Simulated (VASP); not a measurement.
A run of VASP 6.6.1 is set up as follows.

File INCAR:

```
PREC = Accurate
ENCUT = 600
EDIFF = 1E-7
ISMEAR = 0
SIGMA = 0.1
LREAL = False
LASPH = True
NELM = 60
ALGO = Normal
ISIF = 4
LWAVE = False
LCHARG = False
GGA = PE
IBRION = 2
NSW = 50
EDIFFG = -0.01
```

Contents of KPOINTS:

```
Automatic mesh
0
Gamma
  18 18 14
```

File POSCAR:

```
WC
1.0
    3.0212299825      0.0000000000      0.0000000000
   -1.5106149913      2.6164619155      0.0000000000
    0.0000000000      0.0000000000      2.9287720652
W C
1 1
Direct
    0.0000000000      0.0000000000      0.0000000000
    0.6666666667      0.3333333333      0.5000000000
```

Potentials or basis: VASP PAW PBE potentials, release 64 (W_sv, C).

Command:

```bash
$ cat potpaw_PBE.64/W_sv/POTCAR potpaw_PBE.64/C/POTCAR > POTCAR
$ mpirun -np 1 vasp_std > vasp.out
```

Question: Predict the band gap on the k mesh.

Answer: Zero (bands 9 and 10 overlap by 1.13 eV).

Step by step:
| step | energy change (eV) | largest force (eV/Å) | pressure (GPa) | volume (Å³) |
| --- | --- | --- | --- | --- |
| 1 | 0.0000 | 0.0000 | -29.17 | 23.15 |
| 2 | 0.0000 | 0.0000 | -28.93 | 23.15 |
| 3 | -0.0003 | 0.0000 | -29.05 | 23.15 |

Caveat: spin-orbit coupling is left out, which moves the levels of the heavy elements.
